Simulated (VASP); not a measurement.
Set up this calculation in VASP 6.6.1, as the native input.

* Task: single point
* Functional: PBE
* Potentials or basis: VASP PAW PBE potentials, release 64 (Cd, Te)
* Cutoff: 520 eV
* k mesh: 10 × 10 × 10
* Occupations: gaussian, width 0.05 eV
* Spin: no spin polarisation
* Dipole correction: no
* Further INCAR settings: ALGO = Normal; EDIFF = 1e-07; NBANDS = 16

The structure of CdTe lies in POSCAR:

```
CdTe
1.0
    0.0000000000      3.3086867292      3.3086867292
    3.3086867292      0.0000000000      3.3086867292
    3.3086867292      3.3086867292      0.0000000000
Cd Te
1 1
Direct
    0.0000000000      0.0000000000      0.0000000000
    0.7500000000      0.7500000000      0.7500000000
```

These files were run (other wordings do the same):

INCAR

```
PREC = Accurate
ENCUT = 520
EDIFF = 1E-7
ISMEAR = 0
SIGMA = 0.05
LREAL = F
LASPH = T
NELM = 80
ALGO = Normal
ISIF = 2
LWAVE = F
LCHARG = T
GGA = PE
LELF = T
LVHAR = T
NBANDS = 16
```

KPOINTS

```
regular mesh
0
Gamma
  10 10 10
```

Potentials or basis: VASP PAW PBE potentials, release 64 (Cd, Te).

Launch:

```sh
$ cat potpaw_PBE.64/Cd/POTCAR potpaw_PBE.64/Te/POTCAR > POTCAR
$ mpirun -np 1 vasp_std > vasp.out
```

Results of the run:

- Pressure: 0.1 GPa
- Band gap on the k mesh: 0.58 eV, direct

Caveat: spin-orbit coupling is left out, which moves the levels of the heavy elements.

Wall time 62 s on 1 thread of AMD EPYC 7R43 64-Core Processor (Zen 3), with other jobs on the host, peak memory 0.19 GiB.
